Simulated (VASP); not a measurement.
# Cd2Te (P-3m1) in VASP: notebook

Runs on Cd2Te. Level: PBE. Tasks: single point, relaxation of cell and atoms.

All numbers are computed with VASP 6.6.1; they aren't measurements. Logs are shortened: lines on timing, memory, paths and dates and some standing lists are left out, and cuts for length are marked.

### 1 The cell of the first run

The structure is trigonal, space group P-3m1 (No. 164). Conventional cell: a = 4.261 Å, b = 4.261 Å, c = 5.449 Å, α = 90.00°, β = 90.00°, γ = 120.00°. Cd (site symmetry 3m) has 3 Te at 3.04 Å and 3 Cd at 3.10 Å within 4.0 Å. Within 4.0 Å of Te (site symmetry -3m) lie 6 Cd at 3.04 Å.

The cell was generated, and may not be a known phase.

### 2 Single point, PBE

INCAR reads:

```
SYSTEM = Cd2Te
PREC = Accurate ; ENCUT = 520
EDIFF = 1E-6 ; ISMEAR = 0
SIGMA = 0.2 ; LREAL = .FALSE.
LASPH = .TRUE. ; NELM = 60
ALGO = Normal ; ISIF = 2
LWAVE = .FALSE. ; LCHARG = .TRUE.
GGA = PE ; LELF = .TRUE.
LVHAR = .TRUE. ; NBANDS = 22
```

KPOINTS reads:

```
Automatic mesh
0
G
  6 6 3
  0 0 0
```

POSCAR reads:

```
Cd2Te
1.0
    4.2606587541      0.0000000033      0.0000000000
   -2.1303293799      3.6898387163      0.0000000000
    0.0000000000      0.0000000000      5.4487509516
Cd Te
2 1
Direct
    0.3333333333      0.6666666667      0.3263497811
    0.6666666667      0.3333333333      0.6736502189
    0.0000000000      0.0000000000      0.0000000000
```

Potentials or basis: VASP PAW PBE potentials, release 64 (Cd, Te).

On the command line:

```sh
$ cat potpaw_PBE.64/Cd/POTCAR potpaw_PBE.64/Te/POTCAR > POTCAR
$ mpirun -np 1 vasp_std > vasp.out
```

OUTCAR:

```text
SYSTEM = Cd2Te
   PREC = Accurate
   ENCUT = 520
   EDIFF = 1E-6
   ISMEAR = 0
   LREAL = .FALSE.
   LASPH = .TRUE.
   NELM = 60
   ISIF = 2
   GGA = PE

 ion  position               nearest neighbor table
   1  0.333  0.667  0.326-   3 3.04   3 3.04   3 3.04   2 3.10   2 3.10   2 3.10
   2  0.667  0.333  0.674-   3 3.04   3 3.04   3 3.04   1 3.10   1 3.10   1 3.10
   3  0.000  0.000  0.000-   1 3.04   2 3.04   2 3.04   1 3.04   2 3.04   1 3.04

  LATTYP: Found a hexagonal cell.
 ALAT       =     4.2606587541
 C/A-ratio  =     1.2788517612

  Lattice vectors:

 A1 = (   4.2606587541,   0.0000000033,   0.0000000000)
 A2 = (  -2.1303293799,   3.6898387163,   0.0000000000)
 A3 = (   0.0000000000,   0.0000000000,   5.4487509516)

Analysis of symmetry for initial positions (statically):
=====================================================================
 Subroutine PRICEL returns:
 Original cell was already a primitive cell.

 Routine SETGRP: Setting up the symmetry group for a
 hexagonal supercell.

 Subroutine GETGRP returns: Found 12 space group operations
 (whereof 12 operations were pure point group operations)
 out of a pool of 24 trial point group operations.

The static configuration has the point symmetry D_3d.

Analysis of symmetry for dynamics (positions and initial velocities):
=====================================================================
 Subroutine PRICEL returns:
 Original cell was already a primitive cell.

 Routine SETGRP: Setting up the symmetry group for a
 hexagonal supercell.

 Subroutine GETGRP returns: Found 12 space group operations
 (whereof 12 operations were pure point group operations)
 out of a pool of 24 trial point group operations.

The dynamic configuration has the point symmetry D_3d.

 Subroutine INISYM returns: Found 12 space group operations
 (whereof 12 operations are pure point group operations),
 and found     1 'primitive' translations

----------------------------------------------------------------------------------------

                                     Primitive cell

  volume of cell :      85.6606

  direct lattice vectors                    reciprocal lattice vectors
     4.260658754  0.000000003  0.000000000     0.234705490  0.135507278  0.000000000
    -2.130329380  3.689838716  0.000000000    -0.000000000  0.271014555  0.000000000
     0.000000000  0.000000000  5.448750952     0.000000000  0.000000000  0.183528300

  length of vectors
     4.260658754  4.260658754  5.448750952     0.271014555  0.271014555  0.183528300

  position of ions in fractional coordinates (direct lattice)
     0.333333333  0.666666667  0.326349781
     0.666666667  0.333333333  0.673650219
     0.000000000  0.000000000  0.000000000

  ion indices of the primitive-cell ions
   primitive index   ion index
                 1           1
                 2           2
                 3           3

----------------------------------------------------------------------------------------

 KPOINTS: Automatic mesh

Automatic generation of k-mesh.
 Grid dimensions read from file:
 generate k-points for:    6    6    3

 Generating k-lattice:

  Cartesian coordinates                     Fractional coordinates (reciprocal lattice)
     0.039117582  0.022584546  0.000000000     0.166666667 -0.000000000  0.000000000
    -0.000000000  0.045169093  0.000000000     0.000000000  0.166666667  0.000000000
     0.000000000  0.000000000  0.061176100     0.000000000  0.000000000  0.333333333

  Length of vectors
     0.045169093  0.045169093  0.061176100

  Shift w.r.t. Gamma in fractional coordinates (k-lattice)
     0.000000000  0.000000000  0.000000000

 Subroutine IBZKPT returns following result:
 ===========================================

 Found     17 irreducible k-points:

 Following reciprocal coordinates:
            Coordinates               Weight
  0.000000  0.000000  0.000000      1.000000
  0.166667  0.000000  0.000000      6.000000
  0.333333  0.000000  0.000000      6.000000
  0.500000  0.000000  0.000000      3.000000
  0.166667  0.166667  0.000000      6.000000
  0.333333  0.166667  0.000000     12.000000
[... 9 lines left out ...]
 -0.166667  0.500000  0.333333     12.000000
  0.333333  0.333333  0.333333      4.000000
   k-points           NKPTS =     17   k-points in BZ     NKDIM =     17   number of bands    NBANDS=     22
   number of dos      NEDOS =    301   number of ions     NIONS =      3
   total plane-waves  NPLWV =  43008
   dimension x,y,z NGX =    32 NGY =   32 NGZ =   42
   dimension x,y,z NGXF=    64 NGYF=   64 NGZF=   84
   ions per type =               2   1
   NGX,Y,Z   is equivalent  to a cutoff of  12.49, 12.49, 12.81 a.u.
   NGXF,Y,Z  is equivalent  to a cutoff of  24.97, 24.97, 25.63 a.u.
 SYSTEM =  Cd2Te
   PREC   = accura    normal or accurate (medium, high low for compatibility)
   ISTART =      0    job   : 0-new  1-cont  2-samecut
   ICHARG =      2    charge: 1-file 2-atom 10-const
   ISPIN  =      1    spin polarized calculation?
   LNONCOLLINEAR =      F non collinear calculations
   LSORBIT =      F    spin-orbit coupling
   LASPH  =      T    aspherical Exc in radial PAW
   ENCUT  =  520.0 eV  38.22 Ry    6.18 a.u.   7.92  7.92 10.13*2*pi/ulx,y,z
   NELM   =     60;   NELMIN=  2; NELMDL= -5     # of ELM steps
   EDIFF  = 0.1E-05   stopping-criterion for ELM
   LREAL  =      F    real-space projection
   EDIFFG = 0.1E-04   stopping-criterion for IOM
   NSW    =      0    number of steps for IOM
   IBRION =     -1    ionic relax: 0-MD 1-quasi-New 2-CG
   NFREE  =      0    steps in history (QN), initial steepest desc. (CG)
   ISIF   =      2    stress and relaxation
   ISYM   =      2    0-nonsym 1-usesym 2-fastsym
   POTIM  = 0.5000    time-step for ionic-motion
   TEBEG  =    0.0;   TEEND  =   0.0 temperature during run
   PSTRESS=    0.0 pullay stress
   NELECT =      30.0000    total number of electrons
   NUPDOWN=      -1.0000    fix difference up-down
   EMIN   =  10.00;   EMAX   =-10.00  energy-range for DOS
   EFERMI =   0.00;   METHOD = LEGACY
   ISMEAR =     0;   SIGMA  =   0.20  broadening in eV -4-tet -1-fermi 0-gaus
   EFERMI_NEDOS =   21; number of points for ismear=-14 and -15
   IALGO  =     38    algorithm
   IMIX   =      4    mixing-type and parameters
     AMIX     =   0.40;   BMIX     =  1.00
     AMIX_MAG =   1.60;   BMIX_MAG =  1.00
  volume/ion in A,a.u.               =      28.55       192.69
  Fermi-wavevector in a.u.,A,eV,Ry     =   1.153953  2.180655 18.117628  1.331608
  Thomas-Fermi vector in A             =   2.290593
   LORBIT       =      0    0 simple, 1 ext, 2 COOP (PROOUT), +10 PAW based schemes
   GGA     = PE    functional components
   LHFCALC =     F    Hartree Fock is set to
   AEXX    =    0.0000 exact exchange contribution
   IVDW    =     0    specifies the selected vdW correction
   LEPSILON=     F    determine dielectric tensor
   LRPA    =     F    only Hartree local field effects (RPA)
 non-spin polarized calculation
 Gauss-broadening in eV      SIGMA  =   0.20
  energy-cutoff  :      520.00
  volume of cell :       85.66
 maximum number of plane-waves:      2334
   NGX = 15   NGY = 15   NGZ = 21

 number of electron      30.0000000 magnetization

 Free energy of the ion-electron system (eV)
  ---------------------------------------------------
  ext. energy  EPLUGINS =         0.00000000
  ---------------------------------------------------
  free energy    TOTEN  =        -5.04008072 eV

  energy without entropy =       -5.02265096  energy(sigma->0) =       -5.03136584

 E-fermi :   3.0803     XC(G=0):  -9.6420

 val. band max:        3.0475526199   @ k =   0.5000   0.0000   0.0000
 cond. band min:       3.5925087304   @ k =  -0.1667   0.5000   0.3333
 fundamental gap:      0.5449561105
 Fermi energy:         3.0803320781

 k-point     1 :       0.0000    0.0000    0.0000
  band No.  band energies     occupation
      1      -8.4322      2.00000
      2      -5.6971      2.00000
      3      -5.6971      2.00000
      4      -5.5827      2.00000
      5      -5.4835      2.00000
      6      -5.4835      2.00000
[... 14 lines left out ...]
     21      11.2320      0.00000
     22      11.2320      0.00000

 k-point     2 :       0.1667    0.0000    0.0000
  band No.  band energies     occupation
      1      -8.2899      2.00000
      2      -5.7015      2.00000
      3      -5.6964      2.00000
      4      -5.5583      2.00000
      5      -5.4904      2.00000
      6      -5.4403      2.00000
[... 14 lines left out ...]
     21      10.5160      0.00000
     22      10.6152      0.00000

 k-point     3 :       0.3333    0.0000    0.0000
  band No.  band energies     occupation
      1      -7.9931      2.00000
      2      -5.7145      2.00000
      3      -5.5927      2.00000
      4      -5.5765      2.00000
      5      -5.4194      2.00000
      6      -5.3445      2.00000
[... 14 lines left out ...]
     21       9.7030      0.00000
     22      10.2732      0.00000

 k-point     4 :       0.5000    0.0000    0.0000
  band No.  band energies     occupation
      1      -7.8430      2.00000
      2      -5.7232      2.00000
      3      -5.5979      2.00000
      4      -5.4586      2.00000
      5      -5.3594      2.00000
      6      -5.3020      2.00000
[... 14 lines left out ...]
     21       9.4758      0.00000
     22      10.0108      0.00000

 k-point     5 :       0.1667    0.1667    0.0000
  band No.  band energies     occupation
      1      -8.0708      2.00000
      2      -5.6784      2.00000
      3      -5.6557      2.00000
      4      -5.5222      2.00000
      5      -5.5159      2.00000
      6      -5.3446      2.00000
[... 242 lines left out ...]
 k-point    15 :       0.3333    0.1667    0.3333
  band No.  band energies     occupation
      1      -7.8378      2.00000
      2      -5.6769      2.00000
      3      -5.5672      2.00000
      4      -5.5284      2.00000
      5      -5.3826      2.00000
      6      -5.3003      2.00000
[... 14 lines left out ...]
     21      10.3090      0.00000
     22      11.2469      0.00000

 k-point    16 :      -0.1667    0.5000    0.3333
  band No.  band energies     occupation
      1      -7.8479      2.00000
      2      -5.6623      2.00000
      3      -5.5290      2.00000
      4      -5.4657      2.00000
      5      -5.3916      2.00000
      6      -5.3695      2.00000
[... 14 lines left out ...]
     21      10.8765      0.00000
     22      11.0339      0.00000

 k-point    17 :       0.3333    0.3333    0.3333
  band No.  band energies     occupation
      1      -7.7721      2.00000
      2      -5.6341      2.00000
      3      -5.4917      2.00000
      4      -5.4917      2.00000
      5      -5.4356      2.00000
      6      -5.3887      2.00000
[... 14 lines left out ...]
     21      10.6820      0.00000
     22      11.3743      0.00000

------------------------ aborting loop because EDIFF is reached ----------------------------------------

  FORCE on cell =-STRESS in cart. coord.  units (eV):
  Direction    XX          YY          ZZ          XY          YZ          ZX
  --------------------------------------------------------------------------------------
  -------------------------------------------------------------------------------------
  Total        0.0995094      0.0995094     -0.0190020      0.0000000     -0.0000000      0.0000000
  in kB        1.8612033      1.8612033     -0.3554087      0.0000000     -0.0000000      0.0000000
  external PRESSURE =       1.1223326 kB  Pullay stress =       0.0000000 kB

 VOLUME and BASIS-vectors are now :
 -----------------------------------------------------------------------------
  energy-cutoff  :      520.00
  volume of cell :       85.66
      direct lattice vectors                 reciprocal lattice vectors
     4.260658754  0.000000003  0.000000000     0.234705490  0.135507278  0.000000000
    -2.130329380  3.689838716  0.000000000    -0.000000000  0.271014555  0.000000000
     0.000000000  0.000000000  5.448750952     0.000000000  0.000000000  0.183528300

 POSITION                                       TOTAL-FORCE (eV/Angst)
 -----------------------------------------------------------------------------------
     -0.00000      2.45989      1.77820         0.000000     -0.000000      0.016893
      2.13033      1.22995      3.67055        -0.000000      0.000000     -0.016893
      0.00000      0.00000      0.00000         0.000000      0.000000      0.000000
 -----------------------------------------------------------------------------------
    total drift:                                0.000000      0.000000      0.000000

  FREE ENERGIE OF THE ION-ELECTRON SYSTEM (eV)
  ---------------------------------------------------
  free  energy   TOTEN  =        -5.0400807172 eV

  energy  without entropy=       -5.0226509605  energy(sigma->0) =       -5.03136584
```

It took 41 s on 1 thread of Intel Xeon 8259CL, shared host; peak memory 0.21 GiB.

What came out:

```
Free energy            : -5.0401 eV
Pressure               : 0.1 GPa
Largest force          : 0.017 eV/Å
Band gap on the k mesh : zero (bands 15 and 16 overlap by 2.07 eV)
```

Forces in eV/Å, atoms in the order of the input:
```
Cd   0.000  0.000  0.017
Cd   0.000  0.000 -0.017
Te   0.000  0.000  0.000
```

Caveat: the k points lie up to 0.38 Å⁻¹ apart, too coarse for converged energies and pressures of a metal; spin-orbit coupling is left out, which moves the levels of the heavy elements.

(Continued in part 2 of 2.)

The gap in the log of VASP goes by the Fermi energy; the results here count the filled bands.